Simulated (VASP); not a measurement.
TaO2, 6 atoms in the cell. It takes space group P4_2/mnm (No. 136, tetragonal). Conventional cell: a = 4.659 Å, b = 4.659 Å, c = 3.219 Å, α = 90.00°, β = 90.00°, γ = 90.00°. Ta (site symmetry mmm) has 6 O at 1.89 to 2.14 Å within 2.5 Å. O (site symmetry m2m) has 3 Ta at 1.89 to 2.14 Å within 2.5 Å.  This cell differs from its parent crystal: ratio of the length along z to the lengths across it x 1.2, volume and fractional coordinates fixed.

```yaml
Program: VASP 6.6.1
Task: single point
Functional: PBEsol
Potentials_or_basis: VASP PAW PBE potentials, release 64 (Ta_pv, O)
Cutoff: 520 eV
k_mesh: 12 × 12 × 18
Occupations: gaussian, width 0.15 eV
Spin: no spin polarisation
Dipole_correction: no
Further_INCAR_settings: ALGO = Normal; EDIFF = 1e-07; NBANDS = 32
```

Potentials or basis: VASP PAW PBE potentials, release 64 (Ta_pv, O).

Run with:

```sh
$ cat potpaw_PBE.64/Ta_pv/POTCAR potpaw_PBE.64/O/POTCAR > POTCAR
$ mpirun -np 1 vasp_std > vasp.out
```

Hardware: 1 thread of Intel(R) Xeon(R) 6975P-C (Granite Rapids), on a shared host.

**Question.** Estimate the wall time of this run.

**Answer.** Run time: 2.7 min on 1 thread of Intel(R) Xeon(R) 6975P-C (Granite Rapids), with other jobs on the host, peak memory 0.54 GiB. Counts: scf iterations 14, k points 280.
